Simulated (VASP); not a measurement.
Set up this calculation in VASP 6.6.1, as the native input.

* Task: single point
* Functional: PBE
* Potentials or basis: VASP PAW PBE potentials, release 64 (C)
* Cutoff: 520 eV
* k mesh: 21 × 21 × 8
* Occupations: gaussian, width 0.1 eV
* Spin: no spin polarisation
* Dipole correction: no
* Further INCAR settings: ALGO = Normal; EDIFF = 1e-06; NBANDS = 16

The structure of C lies in POSCAR:

```
C
1.0
    2.4073611821      0.0000000000      0.0000000000
   -1.2036805911      2.0848359398      0.0000000000
    0.0000000000      0.0000000000      5.2240445481
C
4
Direct
    0.0000000000      0.0000000000      0.2500000000
    0.0000000000      0.0000000000      0.7500000000
    0.3333333333      0.6666666667      0.2500000000
    0.6666666667      0.3333333333      0.7500000000
```

These files were run (other wordings do the same):

INCAR

```
PREC = Accurate
ENCUT = 520
EDIFF = 1E-6
ISMEAR = 0
SIGMA = 0.1
LREAL = False
LASPH = True
NELM = 60
ALGO = Normal
ISIF = 2
LWAVE = False
LCHARG = False
GGA = PE
NBANDS = 16
```

KPOINTS

```
Automatic mesh
0
Gamma
  21 21 8
```

Potentials or basis: VASP PAW PBE potentials, release 64 (C).

Command:

```sh
$ cat potpaw_PBE.64/C/POTCAR > POTCAR
$ mpirun -np 1 vasp_std > vasp.out
```

It gave:

```yaml
Pressure: 40.7 GPa
Band_gap_on_the_k_mesh: zero (bands 8 and 9 overlap by 0.32 eV)
```

Caveat: the cell stands under pressure; this functional lacks dispersion, which binds the layers, so the pressure and a relaxed spacing across them are unreliable.

Wall time 36 s on 1 thread of Intel(R) Xeon(R) 6975P-C (Granite Rapids) (shared host), peak memory 0.18 GiB.
